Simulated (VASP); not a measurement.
# B4Pd (P-6m2) in VASP: further runs

Runs on B4Pd. Level: PBE. Tasks: single point, relaxation of cell and atoms.

Everything below comes from runs of VASP 6.6.1. Logs are shortened: lines on timing, memory, paths and dates and some standing lists are left out, and cuts for length are marked.

## (1) The cell of the first run

The structure is hexagonal, space group P-6m2 (No. 187). Conventional cell: a = 2.923 Å, b = 2.923 Å, c = 6.196 Å, α = 90.00°, β = 90.00°, γ = 120.00°. Within 2.1 Å of B (site symmetry 3m) lie 1 B at 1.59 Å. Within 2.2 Å of B (site symmetry -6m2) lie 3 B at 1.69 Å. B (site symmetry -6m2) has 5 B at 1.59 to 1.69 Å within 2.1 Å. Pd (site symmetry -6m2) has 6 B at 2.26 Å and 6 Pd at 2.92 Å within 3.0 Å.

## (2) Single point, PBE

Contents of INCAR:

```
  PREC = Accurate
  ENCUT = 520
  EDIFF = 1E-6
  ISMEAR = 0
  SIGMA = 0.1
  LREAL = F
  LASPH = T
  NELM = 100
  ALGO = Normal
  ISIF = 2
  LWAVE = F
  LCHARG = T
  GGA = PE
  LELF = T
  LVHAR = T
  NBANDS = 19
```

Contents of KPOINTS:

```
regular mesh
0
Gamma
  12 12 6
```

Contents of POSCAR:

```
B4Pd
1.0
    2.9234000793      0.0000000000      0.0000000000
   -1.4617000397      2.5317387341      0.0000000000
    0.0000000000      0.0000000000      6.1962494341
B Pd
4 1
Direct
    0.3333333333      0.6666666667      0.2437213638
    0.3333333333      0.6666666667      0.7562786362
    0.6666666667      0.3333333333      0.5000000000
    0.3333333333      0.6666666667      0.5000000000
    0.0000000000      0.0000000000      0.0000000000
```

Potentials or basis: VASP PAW PBE potentials, release 64 (B, Pd).

Run with:

```
$ cat potpaw_PBE.64/B/POTCAR potpaw_PBE.64/Pd/POTCAR > POTCAR
$ mpirun -np 1 vasp_std > vasp.out
```

OUTCAR:

```text
PREC = Accurate
   ENCUT = 520
   EDIFF = 1E-6
   ISMEAR = 0
   LREAL = F
   LASPH = T
   NELM = 100
   ISIF = 2
   GGA = PE

 ion  position               nearest neighbor table
   1  0.333  0.667  0.244-   4 1.59   5 2.26   5 2.26   5 2.26
   2  0.333  0.667  0.756-   4 1.59   5 2.26   5 2.26   5 2.26
   3  0.667  0.333  0.500-   4 1.69   4 1.69   4 1.69
   4  0.333  0.667  0.500-   1 1.59   2 1.59   3 1.69   3 1.69   3 1.69
   5  0.000  0.000  0.000-   1 2.26   2 2.26   1 2.26   2 2.26   1 2.26   2 2.26

  LATTYP: Found a hexagonal cell.
 ALAT       =     2.9234000793
 C/A-ratio  =     2.1195352213

  Lattice vectors:

 A1 = (   2.9234000793,   0.0000000000,   0.0000000000)
 A2 = (  -1.4617000397,   2.5317387341,   0.0000000000)
 A3 = (   0.0000000000,   0.0000000000,   6.1962494341)

Analysis of symmetry for initial positions (statically):
=====================================================================
 Subroutine PRICEL returns:
 Original cell was already a primitive cell.

 Routine SETGRP: Setting up the symmetry group for a
 hexagonal supercell.

 Subroutine GETGRP returns: Found 12 space group operations
 (whereof 12 operations were pure point group operations)
 out of a pool of 24 trial point group operations.

The static configuration has the point symmetry D_3h.

Analysis of symmetry for dynamics (positions and initial velocities):
=====================================================================
 Subroutine PRICEL returns:
 Original cell was already a primitive cell.

 Routine SETGRP: Setting up the symmetry group for a
 hexagonal supercell.

 Subroutine GETGRP returns: Found 12 space group operations
 (whereof 12 operations were pure point group operations)
 out of a pool of 24 trial point group operations.

The dynamic configuration has the point symmetry D_3h.

 Subroutine INISYM returns: Found 12 space group operations
 (whereof 12 operations are pure point group operations),
 and found     1 'primitive' translations

----------------------------------------------------------------------------------------

                                     Primitive cell

  volume of cell :      45.8602
[... 85 lines left out ...]
 SYSTEM =  unknown system
   PREC   = accura    normal or accurate (medium, high low for compatibility)
   ISTART =      0    job   : 0-new  1-cont  2-samecut
   ICHARG =      2    charge: 1-file 2-atom 10-const
   ISPIN  =      1    spin polarized calculation?
   LNONCOLLINEAR =      F non collinear calculations
   LSORBIT =      F    spin-orbit coupling
   LASPH  =      T    aspherical Exc in radial PAW
   ENCUT  =  520.0 eV  38.22 Ry    6.18 a.u.   5.44  5.44 11.52*2*pi/ulx,y,z
   NELM   =    100;   NELMIN=  2; NELMDL= -5     # of ELM steps
   EDIFF  = 0.1E-05   stopping-criterion for ELM
   LREAL  =      F    real-space projection
[... 7 lines left out ...]
   TEBEG  =    0.0;   TEEND  =   0.0 temperature during run
   PSTRESS=    0.0 pullay stress
   NELECT =      22.0000    total number of electrons
   NUPDOWN=      -1.0000    fix difference up-down
   EMIN   =  10.00;   EMAX   =-10.00  energy-range for DOS
   EFERMI =   0.00;   METHOD = LEGACY
   ISMEAR =     0;   SIGMA  =   0.10  broadening in eV -4-tet -1-fermi 0-gaus
   EFERMI_NEDOS =   21; number of points for ismear=-14 and -15
   IALGO  =     38    algorithm
   IMIX   =      4    mixing-type and parameters
     AMIX     =   0.40;   BMIX     =  1.00
     AMIX_MAG =   1.60;   BMIX_MAG =  1.00
  volume/ion in A,a.u.               =       9.17        61.90
  Fermi-wavevector in a.u.,A,eV,Ry     =   1.281554  2.421787 22.345959  1.642382
  Thomas-Fermi vector in A             =   2.413917
   LORBIT       =      0    0 simple, 1 ext, 2 COOP (PROOUT), +10 PAW based schemes
   GGA     = PE    functional components
   LHFCALC =     F    Hartree Fock is set to
   AEXX    =    0.0000 exact exchange contribution
   IVDW    =     0    specifies the selected vdW correction
   LEPSILON=     F    determine dielectric tensor
   LRPA    =     F    only Hartree local field effects (RPA)
 non-spin polarized calculation
 Gauss-broadening in eV      SIGMA  =   0.10
  energy-cutoff  :      520.00
  volume of cell :       45.86
 maximum number of plane-waves:      1265
 NGX is ok and might be reduce to    24
   NGX = 11   NGY = 11   NGZ = 23

 number of electron      22.0000005 magnetization

 Free energy of the ion-electron system (eV)
  ---------------------------------------------------
  ext. energy  EPLUGINS =         0.00000000
  ---------------------------------------------------
  free energy    TOTEN  =       -29.81870408 eV

  energy without entropy =      -29.81605756  energy(sigma->0) =      -29.81738082

 E-fermi :   7.1124     XC(G=0): -12.0361

 val. band max:        7.0952080257   @ k =   0.4167   0.1667   0.5000
 cond. band min:       7.1348794905   @ k =   0.0000   0.0000   0.5000
 fundamental gap:      0.0396714648
 Fermi energy:         7.1124093450

 k-point     1 :       0.0000    0.0000    0.0000
  band No.  band energies     occupation
      1      -6.6012      2.00000
      2      -2.6869      2.00000
      3      -1.6378      2.00000
      4       2.5862      2.00000
      5       2.9128      2.00000
      6       2.9128      2.00000
[... 505 lines left out ...]
      6       3.0339      2.00000
[... 11 lines left out ...]
     18      15.5887      0.00000
     19      18.3898      0.00000

 [... further k-points ...]

------------------------ aborting loop because EDIFF is reached ----------------------------------------

  FORCE on cell =-STRESS in cart. coord.  units (eV):
  Direction    XX          YY          ZZ          XY          YZ          ZX
  --------------------------------------------------------------------------------------
  -------------------------------------------------------------------------------------
  Total       -0.0172123     -0.0172123      0.0037043      0.0000000      0.0000000      0.0000000
  in kB       -0.6013304     -0.6013304      0.1294135      0.0000000      0.0000000      0.0000000
  external PRESSURE =      -0.3577491 kB  Pullay stress =       0.0000000 kB

 VOLUME and BASIS-vectors are now :
 -----------------------------------------------------------------------------
  energy-cutoff  :      520.00
  volume of cell :       45.86
      direct lattice vectors                 reciprocal lattice vectors
     2.923400079  0.000000000  0.000000000     0.342067446  0.197492732  0.000000000
    -1.461700040  2.531738734  0.000000000     0.000000000  0.394985465  0.000000000
     0.000000000  0.000000000  6.196249434     0.000000000  0.000000000  0.161387951

 POSITION                                       TOTAL-FORCE (eV/Angst)
 -----------------------------------------------------------------------------------
     -0.00000      1.68783      1.51016         0.000000      0.000000     -0.000330
     -0.00000      1.68783      4.68609         0.000000      0.000000      0.000330
      1.46170      0.84391      3.09812        -0.000000      0.000000      0.000000
     -0.00000      1.68783      3.09812        -0.000000      0.000000      0.000000
      0.00000      0.00000      0.00000        -0.000000      0.000000      0.000000
 -----------------------------------------------------------------------------------
    total drift:                                0.000000     -0.000000      0.000000

  FREE ENERGIE OF THE ION-ELECTRON SYSTEM (eV)
  ---------------------------------------------------
  free  energy   TOTEN  =       -29.8187040831 eV

  energy  without entropy=      -29.8160575639  energy(sigma->0) =      -29.81738082
```

stdout:

```text
POSCAR found type information on POSCAR B Pd
 POSCAR found :  2 types and       5 ions
 scaLAPACK will be used
 LDA part: xc-table for (Slater+PW92), standard interpolation
 POSCAR, INCAR and KPOINTS ok, starting setup
 FFT: planning ... GRIDC
 FFT: planning ... GRID_SOFT
 FFT: planning ... GRID
 WAVECAR not read
 entering main loop
```

Run time: 82 s. Hardware: 1 thread of Intel Xeon 8259CL, shared host; peak memory 0.21 GiB.

What came out:

```yaml
Free_energy: -29.8187 eV
Pressure: 0.0 GPa
Band_gap_on_the_k_mesh: zero (bands 11 and 12 overlap by 0.32 eV)
```

## (3) Relaxation of cell and atoms, PBE

Contents of INCAR:

```
SYSTEM = B4Pd
PREC = Accurate ; ENCUT = 600
EDIFF = 1E-6 ; ISMEAR = 0
SIGMA = 0.1 ; LREAL = .False.
LASPH = .True. ; NELM = 60
ALGO = Normal ; ISIF = 3
LWAVE = .False. ; LCHARG = .False.
GGA = PE ; IBRION = 2
NSW = 100 ; EDIFFG = -0.01
```

Contents of KPOINTS:

```
Automatic mesh
0
Gamma
  12 12 6
  0 0 0
```

Contents of POSCAR:

```
B4Pd
1.0
    2.9217321825      0.0000000000      0.0000000000
   -1.4608660913      2.5302942931      0.0000000000
    0.0000000000      0.0000000000      6.2022259100
B Pd
4 1
Direct
    0.3333333333      0.6666666667      0.2435989236
    0.3333333333      0.6666666667      0.7564010764
    0.6666666667      0.3333333333      0.5000000000
    0.3333333333      0.6666666667      0.5000000000
    0.0000000000      0.0000000000      0.0000000000
```

Potentials or basis: VASP PAW PBE potentials, release 64 (B, Pd).

Run with:

```
$ cat potpaw_PBE.64/B/POTCAR potpaw_PBE.64/Pd/POTCAR > POTCAR
$ mpirun -np 1 vasp_std > vasp.out
```

Wall time 2.4 min (1 thread of Intel Xeon 8259CL, shared host); peak memory 0.22 GiB.

Results (log left out):

* Free energy: -29.8218 eV
* Relaxed volume: 9.17 Å³/atom
* Relaxed cell: a = 2.922 Å, b = 2.922 Å, c = 6.197 Å, α = 90.00°, β = 90.00°, γ = 120.00°
* Space group after relaxing (to 0.1 Å): P-6m2 (No. 187)
* Energy gained by relaxing: 0.0 meV/atom
* Ionic steps: 3
* Pressure after relaxing: 0.0 GPa
* Band gap on the k mesh: zero (bands 11 and 12 overlap by 0.33 eV)

Forces in eV/Å, atoms in the order of the input:
```
B    0.000  0.000 -0.002
B    0.000  0.000  0.002
B    0.000  0.000  0.000
B    0.000  0.000  0.000
Pd   0.000  0.000  0.000
```

The path:
```tsv
step	energy change (eV)	largest force (eV/Å)	pressure (GPa)	volume (Å³)
1	0.0000	0.0464	-0.07	45.85
2	0.0000	0.0443	0.12	45.82
3	-0.0001	0.0022	0.03	45.84
```

Final structure:
```
CELL_PARAMETERS angstrom
2.92246 0.00000 0.00000
-1.46123 2.53092 0.00000
0.00000 0.00000 6.19710
ATOMIC_POSITIONS crystal
B 0.33333 0.66667 0.24379
B 0.33333 0.66667 0.75621
B 0.66667 0.33333 0.50000
B 0.33333 0.66667 0.50000
Pd 0.00000 0.00000 0.00000
```

Levels at points of the mesh, in eV from the Fermi level:
```
           k point  band 8  band 9  band 10  band 11  band 12  band 13  band 14  band 15
(0.00, 0.00, 0.00)   -3.23   -2.26     0.07     0.07     4.59     5.17     5.17     5.99
(0.50, 0.00, 0.00)   -3.14   -2.98    -2.70    -1.92     0.87     3.28     4.55     4.69
(0.00, 0.00, 0.50)   -3.25   -3.25     0.02     0.02     5.27     5.27     5.40     6.18
(0.50, 0.00, 0.50)   -2.45   -2.12    -1.97    -0.51    -0.04     2.53     3.41     3.95
```
